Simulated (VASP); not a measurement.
# CdS (zincblende type) (F-43m) in VASP: further runs

CdS (zincblende type) is run at these levels: LDA; tasks: single point.

All numbers are computed with VASP 6.6.1; they aren't measurements. Logs are shortened: lines on timing, memory, paths and dates and some standing lists are left out, and cuts for length are marked.

### Step 1. The cell of the first run

The structure is cubic, space group F-43m (No. 216). Conventional cell: a = 4.961 Å, b = 4.961 Å, c = 4.961 Å, α = 90.00°, β = 90.00°, γ = 90.00°. Cd (site symmetry -43m) has 4 S at 2.15 Å within 2.8 Å. S (site symmetry -43m) has 4 Cd at 2.15 Å within 2.8 Å.

### Step 2. Single point, LDA (15.26 Å³/atom)

File INCAR:

```
SYSTEM = CdS
ALGO = Normal ; EDIFF = 1E-7
ENCUT = 520 ; GGA = CA
ISIF = 2 ; ISMEAR = -1
LASPH = .True. ; LCHARG = .True.
LELF = .True. ; LREAL = .False.
LVHAR = .True. ; LWAVE = .False.
NBANDS = 16 ; NELM = 60
PREC = Accurate ; SIGMA = 0.08
```

File KPOINTS:

```
k-points
0
Gamma
  11 11 11
  0 0 0
```

File POSCAR:

```
CdS
1.0
    0.0000000000      2.4805447714      2.4805447714
    2.4805447714      0.0000000000      2.4805447714
    2.4805447714      2.4805447714      0.0000000000
Cd S
1 1
Direct
    0.0000000000      0.0000000000      0.0000000000
    0.2500000000      0.2500000000      0.2500000000
```

Potentials or basis: VASP PAW LDA potentials, release 64 (Cd, S).

Launch:

```sh
> cat potpaw_LDA.64/Cd/POTCAR potpaw_LDA.64/S/POTCAR > POTCAR
> mpirun -np 1 vasp_std > vasp.out
```

OUTCAR:

```text
SYSTEM = CdS
   EDIFF = 1E-7
   ENCUT = 520
   GGA = CA
   ISIF = 2
   ISMEAR = -1
   LASPH = .True.
   LREAL = .False.
   NELM = 60
   PREC = Accurate

 ion  position               nearest neighbor table
   1  0.000  0.000  0.000-   2 2.15   2 2.15   2 2.15   2 2.15
   2  0.250  0.250  0.250-   1 2.15   1 2.15   1 2.15   1 2.15

  LATTYP: Found a face centered cubic cell.
 ALAT       =     4.9610895428

  Lattice vectors:

 A1 = (   0.0000000000,   2.4805447714,   2.4805447714)
 A2 = (   2.4805447714,   0.0000000000,   2.4805447714)
 A3 = (   2.4805447714,   2.4805447714,   0.0000000000)

Analysis of symmetry for initial positions (statically):
=====================================================================
 Subroutine PRICEL returns:
 Original cell was already a primitive cell.

 Routine SETGRP: Setting up the symmetry group for a
 face centered cubic supercell.

 Subroutine GETGRP returns: Found 24 space group operations
 (whereof 24 operations were pure point group operations)
 out of a pool of 48 trial point group operations.

The static configuration has the point symmetry T_d .

Analysis of symmetry for dynamics (positions and initial velocities):
=====================================================================
 Subroutine PRICEL returns:
 Original cell was already a primitive cell.

 Routine SETGRP: Setting up the symmetry group for a
 face centered cubic supercell.

 Subroutine GETGRP returns: Found 24 space group operations
 (whereof 24 operations were pure point group operations)
 out of a pool of 48 trial point group operations.

The dynamic configuration has the point symmetry T_d .

 Subroutine INISYM returns: Found 24 space group operations
 (whereof 24 operations are pure point group operations),
 and found     1 'primitive' translations

----------------------------------------------------------------------------------------

                                     Primitive cell

  volume of cell :      30.5261

  direct lattice vectors                    reciprocal lattice vectors
     0.000000000  2.480544771  2.480544771    -0.201568625  0.201568625  0.201568625
     2.480544771  0.000000000  2.480544771     0.201568625 -0.201568625  0.201568625
     2.480544771  2.480544771  0.000000000     0.201568625  0.201568625 -0.201568625

  length of vectors
     3.508020058  3.508020058  3.508020058     0.349127101  0.349127101  0.349127101

  position of ions in fractional coordinates (direct lattice)
     0.000000000  0.000000000  0.000000000
     0.250000000  0.250000000  0.250000000

  ion indices of the primitive-cell ions
   primitive index   ion index
                 1           1
                 2           2

----------------------------------------------------------------------------------------

 KPOINTS: k-points

Automatic generation of k-mesh.
 Grid dimensions read from file:
 generate k-points for:   11   11   11

 Generating k-lattice:

  Cartesian coordinates                     Fractional coordinates (reciprocal lattice)
    -0.018324420  0.018324420  0.018324420     0.090909091  0.000000000  0.000000000
     0.018324420 -0.018324420  0.018324420     0.000000000  0.090909091  0.000000000
     0.018324420  0.018324420 -0.018324420     0.000000000  0.000000000  0.090909091

  Length of vectors
     0.031738827  0.031738827  0.031738827

  Shift w.r.t. Gamma in fractional coordinates (k-lattice)
     0.000000000  0.000000000  0.000000000

 Subroutine IBZKPT returns following result:
 ===========================================

 Found     56 irreducible k-points:

 Following reciprocal coordinates:
            Coordinates               Weight
  0.000000  0.000000  0.000000      1.000000
  0.090909  0.000000  0.000000      8.000000
  0.181818  0.000000  0.000000      8.000000
  0.272727  0.000000  0.000000      8.000000
  0.363636  0.000000  0.000000      8.000000
  0.454545  0.000000  0.000000      8.000000
[... 16 lines left out ...]
 -0.272727  0.181818  0.000000     24.000000
 -0.181818  0.181818  0.000000     12.000000
 [... further k-points ...]
   k-points           NKPTS =     56   k-points in BZ     NKDIM =     56   number of bands    NBANDS=     16
   number of dos      NEDOS =    301   number of ions     NIONS =      2
   total plane-waves  NPLWV =  21952
   dimension x,y,z NGX =    28 NGY =   28 NGZ =   28
   dimension x,y,z NGXF=    56 NGYF=   56 NGZF=   56
   ions per type =               1   1
   NGX,Y,Z   is equivalent  to a cutoff of  13.27, 13.27, 13.27 a.u.
   NGXF,Y,Z  is equivalent  to a cutoff of  26.54, 26.54, 26.54 a.u.
 SYSTEM =  CdS
   PREC   = accura    normal or accurate (medium, high low for compatibility)
   ISTART =      0    job   : 0-new  1-cont  2-samecut
   ICHARG =      2    charge: 1-file 2-atom 10-const
   ISPIN  =      1    spin polarized calculation?
   LNONCOLLINEAR =      F non collinear calculations
   LSORBIT =      F    spin-orbit coupling
   LASPH  =      T    aspherical Exc in radial PAW
   ENCUT  =  520.0 eV  38.22 Ry    6.18 a.u.   6.52  6.52  6.52*2*pi/ulx,y,z
   NELM   =     60;   NELMIN=  2; NELMDL= -5     # of ELM steps
   EDIFF  = 0.1E-06   stopping-criterion for ELM
   LREAL  =      F    real-space projection
   EDIFFG = 0.1E-05   stopping-criterion for IOM
   NSW    =      0    number of steps for IOM
   IBRION =     -1    ionic relax: 0-MD 1-quasi-New 2-CG
   NFREE  =      0    steps in history (QN), initial steepest desc. (CG)
   ISIF   =      2    stress and relaxation
   ISYM   =      2    0-nonsym 1-usesym 2-fastsym
   POTIM  = 0.5000    time-step for ionic-motion
   TEBEG  =    0.0;   TEEND  =   0.0 temperature during run
   PSTRESS=    0.0 pullay stress
   NELECT =      18.0000    total number of electrons
   NUPDOWN=      -1.0000    fix difference up-down
   EMIN   =  10.00;   EMAX   =-10.00  energy-range for DOS
   EFERMI =   0.00;   METHOD = LEGACY
   ISMEAR =    -1;   SIGMA  =   0.08  broadening in eV -4-tet -1-fermi 0-gaus
   EFERMI_NEDOS =   21; number of points for ismear=-14 and -15
   IALGO  =     38    algorithm
   IMIX   =      4    mixing-type and parameters
     AMIX     =   0.40;   BMIX     =  1.00
     AMIX_MAG =   1.60;   BMIX_MAG =  1.00
  volume/ion in A,a.u.               =      15.26       103.00
  Fermi-wavevector in a.u.,A,eV,Ry     =   1.372804  2.594224 25.641422  1.884591
  Thomas-Fermi vector in A             =   2.498378
   LORBIT       =      0    0 simple, 1 ext, 2 COOP (PROOUT), +10 PAW based schemes
   GGA     = CA    functional components
   LHFCALC =     F    Hartree Fock is set to
   AEXX    =    0.0000 exact exchange contribution
   IVDW    =     0    specifies the selected vdW correction
   LEPSILON=     F    determine dielectric tensor
   LRPA    =     F    only Hartree local field effects (RPA)
 non-spin polarized calculation
  energy-cutoff  :      520.00
  volume of cell :       30.53
 maximum number of plane-waves:       869
 NGX is ok and might be reduce to    28
   NGX = 13   NGY = 13   NGZ = 13

 number of electron      18.0000000 magnetization

 Free energy of the ion-electron system (eV)
  ---------------------------------------------------
  ext. energy  EPLUGINS =         0.00000000
  ---------------------------------------------------
  free energy    TOTEN  =        -4.26258436 eV

  energy without entropy =       -4.26258415  energy(sigma->0) =       -4.26258425

 E-fermi :   7.9634     XC(G=0): -11.9847

 val. band max:        7.0579213669   @ k =   0.0000   0.0000   0.0000
 cond. band min:       8.7274780463   @ k =   0.0000   0.0000   0.0000
 fundamental gap:      1.6695566794
 Fermi energy:         7.9633523613

 k-point     1 :       0.0000    0.0000    0.0000
  band No.  band energies     occupation
      1      -9.7869      2.00000
      2      -4.2962      2.00000
      3      -4.2962      2.00000
      4      -4.2962      2.00000
      5      -2.8645      2.00000
      6      -2.8645      2.00000
[... 8 lines left out ...]
     15      18.9321      0.00000
     16      20.1799      0.00000

 k-point     2 :       0.0909    0.0000    0.0000
  band No.  band energies     occupation
      1      -9.7030      2.00000
      2      -4.2766      2.00000
      3      -4.2618      2.00000
      4      -4.2618      2.00000
      5      -2.8698      2.00000
      6      -2.8698      2.00000
[... 8 lines left out ...]
     15      18.3071      0.00000
     16      19.9622      0.00000

 k-point     3 :       0.1818    0.0000    0.0000
  band No.  band energies     occupation
      1      -9.4758      2.00000
      2      -4.1800      2.00000
      3      -4.1746      2.00000
      4      -4.1746      2.00000
      5      -2.8733      2.00000
      6      -2.8733      2.00000
[... 8 lines left out ...]
     15      17.6765      0.00000
     16      19.4460      0.00000

 k-point     4 :       0.2727    0.0000    0.0000
  band No.  band energies     occupation
      1      -9.1768      2.00000
      2      -4.0765      2.00000
      3      -4.0765      2.00000
      4      -3.9053      2.00000
      5      -2.8487      2.00000
      6      -2.8487      2.00000
[... 8 lines left out ...]
     15      17.8400      0.00000
     16      19.1295      0.00000
[... 324 lines left out ...]
 k-point    22 :      -0.3636    0.1818    0.0000
  band No.  band energies     occupation
      1      -8.6641      2.00000
      2      -3.9532      2.00000
      3      -3.8116      2.00000
      4      -3.0772      2.00000
      5      -2.8413      2.00000
      6      -2.1925      2.00000
[... 8 lines left out ...]
     15      19.6190      0.00000
     16      21.4898      0.00000

 k-point    23 :      -0.2727    0.1818    0.0000
  band No.  band energies     occupation
      1      -8.8326      2.00000
      2      -3.9631      2.00000
      3      -3.8958      2.00000
      4      -3.4846      2.00000
      5      -2.9349      2.00000
      6      -2.5790      2.00000
[... 8 lines left out ...]
     15      20.2556      0.00000
     16      21.8635      0.00000

 k-point    24 :      -0.1818    0.1818    0.0000
  band No.  band energies     occupation
      1      -9.0777      2.00000
      2      -4.0255      2.00000
      3      -4.0156      2.00000
      4      -3.8702      2.00000
      5      -2.9627      2.00000
      6      -2.7157      2.00000
[... 8 lines left out ...]
     15      19.5843      0.00000
     16      21.4947      0.00000

 [... further k-points ...]
[... 5 lines left out ...]
  --------------------------------------------------------------------------------------
  -------------------------------------------------------------------------------------
  Total       16.6648437     16.6648437     16.6648437     -0.0000000      0.0000000     -0.0000000
  in kB      874.6627315    874.6627315    874.6627315     -0.0000000      0.0000000     -0.0000000
  external PRESSURE =     874.6627315 kB  Pullay stress =       0.0000000 kB

 VOLUME and BASIS-vectors are now :
 -----------------------------------------------------------------------------
  energy-cutoff  :      520.00
  volume of cell :       30.53
      direct lattice vectors                 reciprocal lattice vectors
     0.000000000  2.480544771  2.480544771    -0.201568625  0.201568625  0.201568625
     2.480544771  0.000000000  2.480544771     0.201568625 -0.201568625  0.201568625
     2.480544771  2.480544771  0.000000000     0.201568625  0.201568625 -0.201568625

 POSITION                                       TOTAL-FORCE (eV/Angst)
 -----------------------------------------------------------------------------------
      0.00000      0.00000      0.00000        -0.000000     -0.000000      0.000000
      1.24027      1.24027      1.24027         0.000000      0.000000     -0.000000
 -----------------------------------------------------------------------------------
    total drift:                               -0.000000     -0.000000     -0.000000

  FREE ENERGIE OF THE ION-ELECTRON SYSTEM (eV)
  ---------------------------------------------------
  free  energy   TOTEN  =        -4.2625843553 eV

  energy  without entropy=       -4.2625841457  energy(sigma->0) =       -4.26258425
```

Wall time 52 s (1 thread of AMD EPYC 7R13, shared host); peak memory 0.13 GiB.

What came out:

```yaml
Free_energy: -4.2626 eV
Pressure: 87.5 GPa
Band_gap_on_the_k_mesh: 1.67 eV
```

Caveat: the cell stands under pressure.

### Step 3. Single point, LDA (17.17 Å³/atom)

This run uses another cell than the first one, of 17.17 Å³/atom.

File INCAR:

```
ALGO = Normal
EDIFF = 1E-7
ENCUT = 520
GGA = CA
ISIF = 2
ISMEAR = -1
LASPH = True
LCHARG = False
LREAL = False
LWAVE = False
NBANDS = 16
NELM = 80
PREC = Accurate
SIGMA = 0.08
```

File KPOINTS:

```
k-points
0
Gamma
  11 11 11
```

File POSCAR:

```
CdS
1.0
    0.0000000000      2.5798705257      2.5798705257
    2.5798705257      0.0000000000      2.5798705257
    2.5798705257      2.5798705257      0.0000000000
Cd S
1 1
Direct
    0.0000000000      0.0000000000      0.0000000000
    0.2500000000      0.2500000000      0.2500000000
```

Potentials or basis: VASP PAW LDA potentials, release 64 (Cd, S).

Launch:

```sh
> cat potpaw_LDA.64/Cd/POTCAR potpaw_LDA.64/S/POTCAR > POTCAR
> mpirun -np 1 vasp_std > vasp.out
```

OUTCAR:

```text
EDIFF = 1E-7
   ENCUT = 520
   GGA = CA
   ISIF = 2
   ISMEAR = -1
   LASPH = True
   LREAL = False
   NELM = 80
   PREC = Accurate

 ion  position               nearest neighbor table
   1  0.000  0.000  0.000-   2 2.23   2 2.23   2 2.23   2 2.23
   2  0.250  0.250  0.250-   1 2.23   1 2.23   1 2.23   1 2.23

  LATTYP: Found a face centered cubic cell.
 ALAT       =     5.1597410514

  Lattice vectors:

 A1 = (   0.0000000000,   2.5798705257,   2.5798705257)
 A2 = (   2.5798705257,   0.0000000000,   2.5798705257)
 A3 = (   2.5798705257,   2.5798705257,   0.0000000000)

Analysis of symmetry for initial positions (statically):
=====================================================================
 Subroutine PRICEL returns:
 Original cell was already a primitive cell.

 Routine SETGRP: Setting up the symmetry group for a
 face centered cubic supercell.

 Subroutine GETGRP returns: Found 24 space group operations
 (whereof 24 operations were pure point group operations)
 out of a pool of 48 trial point group operations.

The static configuration has the point symmetry T_d .

Analysis of symmetry for dynamics (positions and initial velocities):
=====================================================================
 Subroutine PRICEL returns:
 Original cell was already a primitive cell.

 Routine SETGRP: Setting up the symmetry group for a
 face centered cubic supercell.

 Subroutine GETGRP returns: Found 24 space group operations
 (whereof 24 operations were pure point group operations)
 out of a pool of 48 trial point group operations.

The dynamic configuration has the point symmetry T_d .

 Subroutine INISYM returns: Found 24 space group operations
 (whereof 24 operations are pure point group operations),
 and found     1 'primitive' translations

[... 102 lines left out ...]
   POTIM  = 0.5000    time-step for ionic-motion
   TEBEG  =    0.0;   TEEND  =   0.0 temperature during run
   PSTRESS=    0.0 pullay stress
   NELECT =      18.0000    total number of electrons
   NUPDOWN=      -1.0000    fix difference up-down
   EMIN   =  10.00;   EMAX   =-10.00  energy-range for DOS
   EFERMI =   0.00;   METHOD = LEGACY
   ISMEAR =    -1;   SIGMA  =   0.08  broadening in eV -4-tet -1-fermi 0-gaus
   EFERMI_NEDOS =   21; number of points for ismear=-14 and -15
   IALGO  =     38    algorithm
   IMIX   =      4    mixing-type and parameters
     AMIX     =   0.40;   BMIX     =  1.00
     AMIX_MAG =   1.60;   BMIX_MAG =  1.00
  volume/ion in A,a.u.               =      17.17       115.88
  Fermi-wavevector in a.u.,A,eV,Ry     =   1.319951  2.494345 23.705025  1.742270
  Thomas-Fermi vector in A             =   2.449812
   LORBIT       =      0    0 simple, 1 ext, 2 COOP (PROOUT), +10 PAW based schemes
   GGA     = CA    functional components
   LHFCALC =     F    Hartree Fock is set to
   AEXX    =    0.0000 exact exchange contribution
   IVDW    =     0    specifies the selected vdW correction
   LEPSILON=     F    determine dielectric tensor
   LRPA    =     F    only Hartree local field effects (RPA)
 non-spin polarized calculation
  energy-cutoff  :      520.00
  volume of cell :       34.34
 maximum number of plane-waves:       941
   NGX = 13   NGY = 13   NGZ = 13

 number of electron      18.0000004 magnetization

 Free energy of the ion-electron system (eV)
  ---------------------------------------------------
  ext. energy  EPLUGINS =         0.00000000
  ---------------------------------------------------
  free energy    TOTEN  =        -5.85463662 eV

  energy without entropy =       -5.85463617  energy(sigma->0) =       -5.85463640

 E-fermi :   6.1374     XC(G=0): -11.3670

 val. band max:        5.2799574026   @ k =   0.0000   0.0000   0.0000
 cond. band min:       6.8347025092   @ k =   0.0000   0.0000   0.0000
 fundamental gap:      1.5547451066
 Fermi energy:         6.1373835882

 k-point     1 :       0.0000    0.0000    0.0000
  band No.  band energies     occupation
      1     -10.1896      2.00000
      2      -4.8652      2.00000
      3      -4.8652      2.00000
      4      -4.8652      2.00000
      5      -3.7103      2.00000
      6      -3.7103      2.00000
[... 433 lines left out ...]
      3      -4.6308      2.00000
      4      -4.4566      2.00000
      5      -3.7807      2.00000
      6      -3.5964      2.00000
[... 8 lines left out ...]
     15      17.6544      0.00000
     16      19.4416      0.00000

 [... further k-points ...]
[... 5 lines left out ...]
  --------------------------------------------------------------------------------------
  -------------------------------------------------------------------------------------
  Total       10.6075648     10.6075648     10.6075648      0.0000000      0.0000000      0.0000000
  in kB      494.8830126    494.8830126    494.8830126      0.0000000      0.0000000      0.0000000
  external PRESSURE =     494.8830126 kB  Pullay stress =       0.0000000 kB

 VOLUME and BASIS-vectors are now :
 -----------------------------------------------------------------------------
  energy-cutoff  :      520.00
  volume of cell :       34.34
      direct lattice vectors                 reciprocal lattice vectors
     0.000000000  2.579870526  2.579870526    -0.193808176  0.193808176  0.193808176
     2.579870526  0.000000000  2.579870526     0.193808176 -0.193808176  0.193808176
     2.579870526  2.579870526  0.000000000     0.193808176  0.193808176 -0.193808176

 POSITION                                       TOTAL-FORCE (eV/Angst)
 -----------------------------------------------------------------------------------
      0.00000      0.00000      0.00000         0.000000      0.000000      0.000000
      1.28994      1.28994      1.28994        -0.000000     -0.000000     -0.000000
 -----------------------------------------------------------------------------------
    total drift:                                0.000000      0.000000      0.000000

  FREE ENERGIE OF THE ION-ELECTRON SYSTEM (eV)
  ---------------------------------------------------
  free  energy   TOTEN  =        -5.8546366221 eV

  energy  without entropy=       -5.8546361720  energy(sigma->0) =       -5.85463640
```

Run time: 48 s. Hardware: 1 thread of AMD EPYC 7R13, shared host; peak memory 0.13 GiB.

What came out:

| Item | Value |
| --- | --- |
| Free energy | -5.8546 eV |
| Pressure | 49.5 GPa |
| Band gap on the k mesh | 1.55 eV |

Levels at points of the mesh, in eV from the valence-band top:
| k point | band 7 | band 8 | band 9 | band 10 | band 11 | band 12 |
| --- | --- | --- | --- | --- | --- | --- |
| (0.00, 0.00, 0.00) | 0.00 | 0.00 | 0.00 | 1.55 | 5.89 | 5.89 |

Caveat: the cell stands under pressure.
